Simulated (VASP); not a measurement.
## GaAs: single point with LDA

Crystal: GaAs.

```
Ga As
1.0
     2.70468    2.70468    0.00000
    -2.70468    2.70468    0.00000
     0.00000    2.70468    2.70468
Ga As
1 1
Direct
  0.00000 0.00000 0.00000
  0.75000 0.25000 0.50000
```

* Program: VASP 6.6.1
* Task: single point
* Functional: LDA
* Potentials or basis: VASP PAW LDA potentials, release 64 (Ga_d, As)
* Cutoff: 500 eV
* k mesh: 8 × 8 × 8
* Occupations: gaussian, width 0.01 eV
* Spin: no spin polarisation
* Dipole correction: no
* Further INCAR settings: ALGO = Normal; EDIFF = 1e-06; NBANDS = 16

| Quantity | Value |
| --- | --- |
| Pressure | 10.5 GPa |
| Band gap on the k mesh | 1.07 eV, indirect (least direct gap 1.37 eV) |

Levels at points of the mesh, in eV from the valence-band top:
```
           k point  band 5  band 6  band 7  band 8  band 9  band 10  band 11  band 12  band 13  band 14
(0.00, 0.00, 0.00)  -15.12  -13.80    0.00    0.00    0.00     1.37     3.69     3.69     3.69     7.78
(0.50, 0.00, 0.00)  -15.11  -11.59   -7.49   -1.37   -1.37     1.26     4.60     4.60     7.65    11.25
(0.50, 0.50, 0.00)  -15.10  -10.67   -7.55   -3.20   -3.20     1.07     1.44    11.13    11.13    12.08
```

Run time: 13 s on 1 thread of Intel Xeon 6975P-C (shared host), peak memory 0.15 GiB.

A k mesh can miss the band edges. A hybrid or GW would open this gap; LDA tends to underestimate it.
